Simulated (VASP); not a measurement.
The system is SrTiO3.

```
Sr Ti O
1.0
     3.90685    0.00000    0.00000
     0.00000    3.90685    0.00000
     0.00000    0.00000    3.90685
Sr Ti O
1 1 3
Direct
  0.00000 0.00000 0.00000
  0.50000 0.50000 0.50000
  0.50000 0.50000 0.00000
  0.50000 0.00000 0.50000
  0.00000 0.50000 0.50000
```

Base run:

- Program: VASP 6.6.1
- Functional: PBE0
- Potentials or basis: VASP PAW PBE potentials, release 64 (Sr_sv, Ti_sv, O)
- Cutoff: 520 eV
- k mesh: 4 × 4 × 4
- Occupations: gaussian, width 0.01 eV
- Spin: no spin polarisation

Its results: band gap on the k mesh 4.05 eV (least direct gap 4.43 eV); pressure -1.3 GPa.

Q: The run is repeated on the same cell with these changes: functional from PBE0 to r2SCAN0. What comes out?

A: Band gap on the k mesh 4.40 eV (least direct gap 4.78 eV); pressure -3.2 GPa.

Caveats: the PAW data sets were made with another functional, which shifts forces and pressure a little; the cell stands under tension (at least some runs).

A k mesh can miss the band edges.
